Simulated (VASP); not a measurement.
# Ir (Fm-3m) in VASP: notebook

Ir is run at these levels: PBEsol; tasks: single point, relaxation of cell and atoms.

Program: VASP 6.6.1. These are calculated values, not measurements. Logs are shortened: lines on timing, memory, paths and dates and some standing lists are left out, and cuts for length are marked.

## Step 1: The cell of the first run

Symmetry: Fm-3m, No. 225, cubic system. The conventional cell has a = 3.835 Å, b = 3.835 Å, c = 3.835 Å, α = 90.00°, β = 90.00°, γ = 90.00°. Ir (site symmetry m-3m) has 12 Ir at 2.71 Å within 3.6 Å.

## Step 2: Single point, PBEsol

INCAR reads:

```
SYSTEM = Ir
ALGO = Normal
EDIFF = 1E-6
ENCUT = 520
GGA = PS
ISIF = 2
ISMEAR = 0
LASPH = .TRUE.
LCHARG = .FALSE.
LREAL = .FALSE.
LWAVE = .FALSE.
NBANDS = 10
NELM = 60
PREC = Accurate
SIGMA = 0.05
```

KPOINTS reads:

```
k-points
0
G
  8 8 8
  0 0 0
```

POSCAR reads:

```
Ir
1.0
    0.0000000000      1.9174724462      1.9174724462
    1.9174724462      0.0000000000      1.9174724462
    1.9174724462      1.9174724462      0.0000000000
Ir
1
Direct
    0.0000000000      0.0000000000      0.0000000000
```

Potentials or basis: VASP PAW PBE potentials, release 64 (Ir).

The run is started by

```console
cat potpaw_PBE.64/Ir/POTCAR > POTCAR
mpirun -np 1 vasp_std > vasp.out
```

OUTCAR:

```text
SYSTEM = Ir
   EDIFF = 1E-6
   ENCUT = 520
   GGA = PS
   ISIF = 2
   ISMEAR = 0
   LASPH = .TRUE.
   LREAL = .FALSE.
   NELM = 60
   PREC = Accurate

 ion  position               nearest neighbor table
   1  0.000  0.000  0.000-

  LATTYP: Found a face centered cubic cell.
 ALAT       =     3.8349448924

  Lattice vectors:

 A1 = (   0.0000000000,   1.9174724462,   1.9174724462)
 A2 = (   1.9174724462,   0.0000000000,   1.9174724462)
 A3 = (   1.9174724462,   1.9174724462,   0.0000000000)

Analysis of symmetry for initial positions (statically):
=====================================================================
 Subroutine PRICEL returns:
 Original cell was already a primitive cell.

 Routine SETGRP: Setting up the symmetry group for a
 face centered cubic supercell.

 Subroutine GETGRP returns: Found 48 space group operations
 (whereof 48 operations were pure point group operations)
 out of a pool of 48 trial point group operations.

The static configuration has the point symmetry O_h .

Analysis of symmetry for dynamics (positions and initial velocities):
=====================================================================
 Subroutine PRICEL returns:
 Original cell was already a primitive cell.

 Routine SETGRP: Setting up the symmetry group for a
 face centered cubic supercell.

 Subroutine GETGRP returns: Found 48 space group operations
 (whereof 48 operations were pure point group operations)
 out of a pool of 48 trial point group operations.

The dynamic configuration has the point symmetry O_h .

 Subroutine INISYM returns: Found 48 space group operations
 (whereof 48 operations are pure point group operations),
 and found     1 'primitive' translations

----------------------------------------------------------------------------------------

                                     Primitive cell

  volume of cell :      14.0999

  direct lattice vectors                    reciprocal lattice vectors
     0.000000000  1.917472446  1.917472446    -0.260759940  0.260759940  0.260759940
     1.917472446  0.000000000  1.917472446     0.260759940 -0.260759940  0.260759940
     1.917472446  1.917472446  0.000000000     0.260759940  0.260759940 -0.260759940

  length of vectors
     2.711715539  2.711715539  2.711715539     0.451649465  0.451649465  0.451649465

  position of ions in fractional coordinates (direct lattice)
     0.000000000  0.000000000  0.000000000

  ion indices of the primitive-cell ions
   primitive index   ion index
                 1           1

----------------------------------------------------------------------------------------

 KPOINTS: k-points

Automatic generation of k-mesh.
 Grid dimensions read from file:
 generate k-points for:    8    8    8

 Generating k-lattice:

  Cartesian coordinates                     Fractional coordinates (reciprocal lattice)
    -0.032594992  0.032594992  0.032594992     0.125000000  0.000000000  0.000000000
     0.032594992 -0.032594992  0.032594992     0.000000000  0.125000000  0.000000000
     0.032594992  0.032594992 -0.032594992     0.000000000  0.000000000  0.125000000

  Length of vectors
     0.056456183  0.056456183  0.056456183

  Shift w.r.t. Gamma in fractional coordinates (k-lattice)
     0.000000000  0.000000000  0.000000000

 Subroutine IBZKPT returns following result:
 ===========================================

 Found     29 irreducible k-points:

 Following reciprocal coordinates:
            Coordinates               Weight
  0.000000  0.000000  0.000000      1.000000
  0.125000  0.000000  0.000000      8.000000
  0.250000  0.000000  0.000000      8.000000
  0.375000  0.000000  0.000000      8.000000
  0.500000  0.000000  0.000000      4.000000
  0.125000  0.125000  0.000000      6.000000
[... 16 lines left out ...]
  0.500000  0.250000  0.125000     48.000000
 -0.375000  0.250000  0.125000     24.000000
 [... further k-points ...]
   k-points           NKPTS =     29   k-points in BZ     NKDIM =     29   number of bands    NBANDS=     10
   number of dos      NEDOS =    301   number of ions     NIONS =      1
   total plane-waves  NPLWV =   8000
   dimension x,y,z NGX =    20 NGY =   20 NGZ =   20
   dimension x,y,z NGXF=    40 NGYF=   40 NGZF=   40
   ions per type =               1
   NGX,Y,Z   is equivalent  to a cutoff of  12.26, 12.26, 12.26 a.u.
   NGXF,Y,Z  is equivalent  to a cutoff of  24.52, 24.52, 24.52 a.u.
 SYSTEM =  Ir
   PREC   = accura    normal or accurate (medium, high low for compatibility)
   ISTART =      0    job   : 0-new  1-cont  2-samecut
   ICHARG =      2    charge: 1-file 2-atom 10-const
   ISPIN  =      1    spin polarized calculation?
   LNONCOLLINEAR =      F non collinear calculations
   LSORBIT =      F    spin-orbit coupling
   LASPH  =      T    aspherical Exc in radial PAW
   ENCUT  =  520.0 eV  38.22 Ry    6.18 a.u.   5.04  5.04  5.04*2*pi/ulx,y,z
   NELM   =     60;   NELMIN=  2; NELMDL= -5     # of ELM steps
   EDIFF  = 0.1E-05   stopping-criterion for ELM
   LREAL  =      F    real-space projection
[... 7 lines left out ...]
   TEBEG  =    0.0;   TEEND  =   0.0 temperature during run
   PSTRESS=    0.0 pullay stress
   NELECT =       9.0000    total number of electrons
   NUPDOWN=      -1.0000    fix difference up-down
   EMIN   =  10.00;   EMAX   =-10.00  energy-range for DOS
   EFERMI =   0.00;   METHOD = LEGACY
   ISMEAR =     0;   SIGMA  =   0.05  broadening in eV -4-tet -1-fermi 0-gaus
   EFERMI_NEDOS =   21; number of points for ismear=-14 and -15
   IALGO  =     38    algorithm
   IMIX   =      4    mixing-type and parameters
     AMIX     =   0.40;   BMIX     =  1.00
     AMIX_MAG =   1.60;   BMIX_MAG =  1.00
  volume/ion in A,a.u.               =      14.10        95.15
  Fermi-wavevector in a.u.,A,eV,Ry     =   1.409559  2.663680 27.032818  1.986856
  Thomas-Fermi vector in A             =   2.531602
   LORBIT       =      0    0 simple, 1 ext, 2 COOP (PROOUT), +10 PAW based schemes
   GGA     = PS    functional components
   LHFCALC =     F    Hartree Fock is set to
   AEXX    =    0.0000 exact exchange contribution
   IVDW    =     0    specifies the selected vdW correction
   LEPSILON=     F    determine dielectric tensor
   LRPA    =     F    only Hartree local field effects (RPA)
 non-spin polarized calculation
 Gauss-broadening in eV      SIGMA  =   0.05
  energy-cutoff  :      520.00
  volume of cell :       14.10
 maximum number of plane-waves:       392
   NGX =  9   NGY =  9   NGZ =  9

 number of electron       9.0000000 magnetization

 Free energy of the ion-electron system (eV)
  ---------------------------------------------------
  ext. energy  EPLUGINS =         0.00000000
  ---------------------------------------------------
  free energy    TOTEN  =        -9.74281875 eV

  energy without entropy =       -9.74053983  energy(sigma->0) =       -9.74167929

 E-fermi :  10.3631     XC(G=0): -14.1200

 val. band max:       10.3185990428   @ k =  -0.3750   0.1250   0.0000
 cond. band min:      10.3822711826   @ k =  -0.3750   0.2500   0.0000
 fundamental gap:      0.0636721398
 Fermi energy:        10.3630576001

 k-point     1 :       0.0000    0.0000    0.0000
  band No.  band energies     occupation
      1      -0.9232      2.00000
      2       6.3802      2.00000
      3       6.3802      2.00000
      4       6.3802      2.00000
      5       9.1276      2.00000
      6       9.1276      2.00000
      7      24.5988      0.00000
      8      30.2182      0.00000
      9      30.2182      0.00000
     10      30.2182      0.00000

 k-point     2 :       0.1250    0.0000    0.0000
  band No.  band energies     occupation
      1      -0.2483      2.00000
      2       6.0560      2.00000
      3       6.6470      2.00000
      4       6.6470      2.00000
      5       8.9817      2.00000
      6       8.9817      2.00000
      7      25.7092      0.00000
      8      27.6167      0.00000
      9      31.3363      0.00000
     10      31.3363      0.00000

 k-point     3 :       0.2500    0.0000    0.0000
  band No.  band energies     occupation
      1       1.2967      2.00000
      2       5.8578      2.00000
      3       6.8350      2.00000
      4       6.8350      2.00000
      5       9.2999      2.00000
      6       9.2999      2.00000
      7      24.0785      0.00000
      8      27.0774      0.00000
      9      34.0328      0.00000
     10      34.0341      0.00000

 k-point     4 :       0.3750    0.0000    0.0000
  band No.  band energies     occupation
      1       2.0951      2.00000
      2       6.4864      2.00000
      3       6.4864      2.00000
      4       7.5556      2.00000
      5      10.5186      0.00001
      6      10.5186      0.00001
      7      20.2211      0.00000
      8      25.0811      0.00000
      9      31.7676      0.00000
     10      31.7676      0.00000
[... 222 lines left out ...]
 k-point    22 :       0.3750    0.2500    0.1250
  band No.  band energies     occupation
      1       2.7033      2.00000
      2       4.7145      2.00000
      3       6.3049      2.00000
      4       8.4155      2.00000
      5       8.4967      2.00000
      6      11.1091      0.00000
      7      24.6220      0.00000
      8      27.3267      0.00000
      9      28.8978      0.00000
     10      30.9231      0.00000

 k-point    23 :       0.5000    0.2500    0.1250
  band No.  band energies     occupation
      1       3.5856      2.00000
      2       5.2678      2.00000
      3       5.6594      2.00000
      4       8.0303      2.00000
      5      10.1537      2.00000
      6      13.1792      0.00000
      7      20.5437      0.00000
      8      25.7996      0.00000
      9      27.1202      0.00000
     10      31.7826      0.00000

 k-point    24 :      -0.3750    0.2500    0.1250
  band No.  band energies     occupation
      1       3.6109      2.00000
      2       5.0324      2.00000
      3       6.6475      2.00000
      4       7.7127      2.00000
      5      10.8928      0.00000
      6      15.4731      0.00000
      7      16.9621      0.00000
      8      26.0557      0.00000
      9      26.2095      0.00000
     10      30.1207      0.00000

 [... further k-points ...]

------------------------ aborting loop because EDIFF is reached ----------------------------------------

  FORCE on cell =-STRESS in cart. coord.  units (eV):
  Direction    XX          YY          ZZ          XY          YZ          ZX
  --------------------------------------------------------------------------------------
  -------------------------------------------------------------------------------------
  Total        0.0872136      0.0872136      0.0872136      0.0000000      0.0000000     -0.0000000
  in kB        9.9100863      9.9100863      9.9100863      0.0000000      0.0000000     -0.0000000
  external PRESSURE =       9.9100863 kB  Pullay stress =       0.0000000 kB

 VOLUME and BASIS-vectors are now :
 -----------------------------------------------------------------------------
  energy-cutoff  :      520.00
  volume of cell :       14.10
      direct lattice vectors                 reciprocal lattice vectors
     0.000000000  1.917472446  1.917472446    -0.260759940  0.260759940  0.260759940
     1.917472446  0.000000000  1.917472446     0.260759940 -0.260759940  0.260759940
     1.917472446  1.917472446  0.000000000     0.260759940  0.260759940 -0.260759940

 POSITION                                       TOTAL-FORCE (eV/Angst)
 -----------------------------------------------------------------------------------
      0.00000      0.00000      0.00000         0.000000      0.000000      0.000000
 -----------------------------------------------------------------------------------
    total drift:                                0.000000      0.000000      0.000000

  FREE ENERGIE OF THE ION-ELECTRON SYSTEM (eV)
  ---------------------------------------------------
  free  energy   TOTEN  =        -9.7428187506 eV

  energy  without entropy=       -9.7405398262  energy(sigma->0) =       -9.74167929
```

Wall time 6.3 s (1 thread of Intel Xeon Platinum 8259CL at 2.50GHz (Skylake/Cascade Lake), shared host); peak memory 0.12 GiB.

What came out:

```
Free energy : -9.7428 eV
Pressure    : 1.0 GPa
```

Levels at points of the mesh, in eV from the Fermi level:
```tsv
k point	band 1	band 2	band 3	band 4	band 5	band 6	band 7	band 8
(0.00, 0.00, 0.00)	-11.29	-3.98	-3.98	-3.98	-1.24	-1.24	14.24	19.86
(0.50, 0.00, 0.00)	-8.24	-4.07	-4.07	-0.88	0.86	0.86	7.20	13.78
(0.50, 0.50, 0.00)	-8.03	-7.47	0.85	1.43	1.43	1.58	10.46	11.62
```

Caveat: the PAW data sets were made with another functional, which shifts forces and pressure a little; spin-orbit coupling is left out, which moves the levels of the heavy elements.

[end of part 1 of 2]
